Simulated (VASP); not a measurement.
A run of VASP 6.6.1 is set up as follows.

Contents of INCAR:

```
SYSTEM = Al
ALGO = Normal ; EDIFF = 1E-6
ENCUT = 520 ; GGA = PE
ISIF = 2 ; ISMEAR = -1
LASPH = .TRUE. ; LCHARG = .TRUE.
LELF = .TRUE. ; LREAL = .FALSE.
LVHAR = .TRUE. ; LWAVE = .FALSE.
NBANDS = 12 ; NELM = 60
PREC = Accurate ; SIGMA = 0.05
```

KPOINTS

```
k-points
0
G
  8 8 11
  0 0 0
```

Contents of POSCAR:

```
Al
1.0
    4.5319192578      0.0000000000      0.0000000000
   -2.2659596289      3.9247572052      0.0000000000
    0.0000000000      0.0000000000      2.7990514900
Al
3
Direct
    0.0000000000      0.0000000000      0.0000000000
    0.3333333333      0.6666666667      0.5000000000
    0.6666666667      0.3333333333      0.5000000000
```

Potentials or basis: VASP PAW PBE potentials, release 64 (Al).

The run is started by

```console
$ cat potpaw_PBE.64/Al/POTCAR > POTCAR
$ mpirun -np 1 vasp_std > vasp.out
```

Q: Estimate the pressure.

A: 2.6 GPa.
